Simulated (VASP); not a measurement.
Write the native input for VASP 6.6.1 that does the following.

```
Task                   : single point
Functional             : r2SCAN
Potentials or basis    : VASP PAW PBE potentials, release 64 (Li_sv, O)
Cutoff                 : 520 eV
k mesh                 : 9 × 9 × 1
Occupations            : gaussian, width 0.1 eV
Spin                   : no spin polarisation
Dipole correction      : yes
Further INCAR settings : ALGO = Normal; EDIFF = 1e-07; NBANDS = 17
```

The system is Li4O, a slab with vacuum.

```xyz
5
Lattice="3.0926 0.0000 0.0000 -1.5463 2.6783 0.0000 0.0000 0.0000 26.5962" Properties=species:S:1:pos:R:3 pbc="T T T"
Li    1.5463    0.8928    8.5000
Li    0.0000    1.7855   11.0321
Li    1.5463    0.8928   13.9535
Li    0.0000    1.7855   15.2938
O     0.0000    0.0000   14.6385
```

The input as run:

POSCAR

```
Li4O
1.0
    3.0926129057      0.0000000000      0.0000000000
   -1.5463064529      2.6782813404      0.0000000000
    0.0000000000      0.0000000000     26.5962151022
Li O
4 1
Direct
    0.6666666667      0.3333333333      0.3195943471
    0.3333333333      0.6666666667      0.4147985591
    0.6666666667      0.3333333333      0.5246419979
    0.3333333333      0.6666666667      0.5750358272
    0.0000000000      0.0000000000      0.5503990519
```

INCAR.step1

```
SYSTEM = Li4O
PREC     = Accurate       ! precision mode
ENCUT    = 520            ! plane-wave cutoff, eV
ISMEAR   = 0              ! smearing method
SIGMA    = 0.1            ! smearing width, eV
LREAL    = .False.        ! projectors in reciprocal space
LASPH    = .True.         ! aspherical terms in the spheres
NELM     = 60             ! most SCF steps
LDIPOL   = .True.       
IDIPOL   = 3            
DIPOL    = 0.5 0.5 0.477
NBANDS   = 17             ! bands
GGA      = PE             ! functional
ALGO     = Normal         ! electronic algorithm
EDIFF    = 1E-4           ! SCF threshold, eV
LWAVE    = .True.         ! write WAVECAR
LCHARG   = .False.        ! write CHGCAR
```

INCAR.step2

```
SYSTEM = Li4O
PREC     = Accurate       ! precision mode
ENCUT    = 520            ! plane-wave cutoff, eV
EDIFF    = 1E-7           ! SCF threshold, eV
ISMEAR   = 0              ! smearing method
SIGMA    = 0.1            ! smearing width, eV
LREAL    = .False.        ! projectors in reciprocal space
LASPH    = .True.         ! aspherical terms in the spheres
NELM     = 60             ! most SCF steps
ALGO     = Normal         ! electronic algorithm
ISIF     = 2              ! what is computed and relaxed
LWAVE    = .False.        ! write WAVECAR
LCHARG   = .False.        ! write CHGCAR
LDIPOL   = .True.       
IDIPOL   = 3            
DIPOL    = 0.5 0.5 0.477
METAGGA  = R2SCAN         ! meta-GGA
LMIXTAU  = .True.       
NBANDS   = 17             ! bands
ISTART   = 1
```

KPOINTS

```
regular mesh
0
Gamma
  9 9 1
  0 0 0
```

Potentials or basis: VASP PAW PBE potentials, release 64 (Li_sv, O).

Launch:

```sh
$ cat potpaw_PBE.64/Li_sv/POTCAR potpaw_PBE.64/O/POTCAR > POTCAR
$ cp INCAR.step1 INCAR
$ mpirun -np 1 vasp_std > vasp.out
$ cp INCAR.step2 INCAR
$ mpirun -np 1 vasp_std > vasp.out
```

It gave:

| Quantity | Value |
| --- | --- |
| Largest force | 0.290 eV/Å |
| Band gap on the k mesh | zero (band 9 reaches 0.39 eV, above the bottom of band 10 at -2.76 eV) |

Caveat: the PAW data sets were made with another functional, which shifts forces and pressure a little.

Run time: 4.1 min on 1 thread of Intel(R) Xeon(R) 6975P-C (Granite Rapids), with other jobs on the host, peak memory 0.38 GiB.
